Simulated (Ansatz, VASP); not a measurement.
# Two plane-wave programs on In

INCAR

```
SYSTEM = In
ALGO = Fast ; EDIFF = 1E-7
ENCUT = 520 ; GGA = PE
ISIF = 2 ; ISMEAR = 0
LASPH = .True. ; LCHARG = .False.
LREAL = .False. ; LWAVE = .False.
NBANDS = 12 ; NELM = 100
PREC = Accurate ; SIGMA = 0.15
```

The input KPOINTS:

```
k-points
0
Gamma
  20 20 20
  0 0 0
```

Contents of POSCAR:

```
In
1.0
   -1.6749345000      1.6749345000      2.5481685000
    1.6749345000     -1.6749345000      2.5481685000
    1.6749345000      1.6749345000     -2.5481685000
In
1
Direct
    0.0000000000      0.0000000000      0.0000000000
```

Input for Ansatz:

```yaml
crystal:
  lattice:
    - [-1.6749345, 1.6749345, 2.5481685]
    - [1.6749345, -1.6749345, 2.5481685]
    - [1.6749345, 1.6749345, -2.5481685]
  atoms:
    - { symbol: In, position: [0.0, 0.0, 0.0] }
basis:
  ecutwfc: 420
kpoints:
  mp_grid: { grid: [20, 20, 20] }
hamiltonian:
  xc: pbe
scf:
  occupations: { method: gaussian, width: 0.15 }
output:
  forces: true
  stress: true
  eigenvalues: true
```

Change from the starting cell: strain +0.030 along x and y, +0.030 along z, atoms carried along.

Alike in both runs: task single point; functional PBE; k mesh 20 × 20 × 20; occupations gaussian, width 0.15 eV; no spin polarisation.

|  | VASP | Ansatz |
| --- | --- | --- |
| version | VASP 6.6.1 | Ansatz 0.2.0 |
| potentials or method | VASP PAW PBE potentials, release 64 (In_d), cutoff 520 eV | scalar-relativistic, plane waves, PAW |
| valence electrons in the cell | 13 | 13 |

|  | VASP | Ansatz | Ansatz less VASP |
| --- | --- | --- | --- |
| gap on the k mesh at the Fermi level (eV) | none | none | - |
| pressure (GPa) | -1.3 | -1.2 | +0.05 |
| traceless stress, the component that is largest in VASP (GPa) | -0.16 | -0.16 | +0.002 |

A gap of «none» marks a metal or a gap that the smearing closes.
